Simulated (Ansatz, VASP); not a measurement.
**Two plane-wave programs on BN**

```
CELL_PARAMETERS angstrom
2.21463 0.00000 0.00000
-1.10732 2.15498 0.00000
0.00000 0.00000 6.49527
ATOMIC_POSITIONS crystal
B 0.32127 0.64254 0.25000
B 0.67873 0.35746 0.75000
N 0.35650 0.71300 0.75000
N 0.64350 0.28700 0.25000
```

Change from the starting cell: normal strain along x -0.1100, normal strain along z +0.0000.

Alike in both runs: functional LDA; k mesh 12 × 12 × 4; occupations gaussian, width 0.05 eV; no spin polarisation.

Ansatz relaxed the structure, and its values are those at the end. VASP's run is a single point on that final structure, the one shown.

```csv
,VASP,Ansatz
version,VASP 6.6.1,Ansatz 0.2.0
potentials or method,"VASP PAW LDA potentials, release 64 (B, N), cutoff 520 eV","scalar-relativistic, plane waves, PAW"
valence electrons in the cell,16,16
```

```csv
,VASP,Ansatz,Ansatz less VASP
gap on the k mesh at the Fermi level (eV),3.45,3.46,+0.012
least direct gap on the mesh (eV),4.57,4.59,+0.014
pressure (GPa),57.2,56.5,-0.65
rms of the force components (eV/Å),0.006,0.000,-0.0063
```

Ansatz warns that its potentials were made for another functional, while VASP's fit it. LDA's correlation is that of Perdew and Zunger in VASP and of Perdew and Wang (1992) in Ansatz. Both programs put the cell under a high pressure, so it lies far from rest at this level. Ansatz's warnings: stress scf threshold loose.
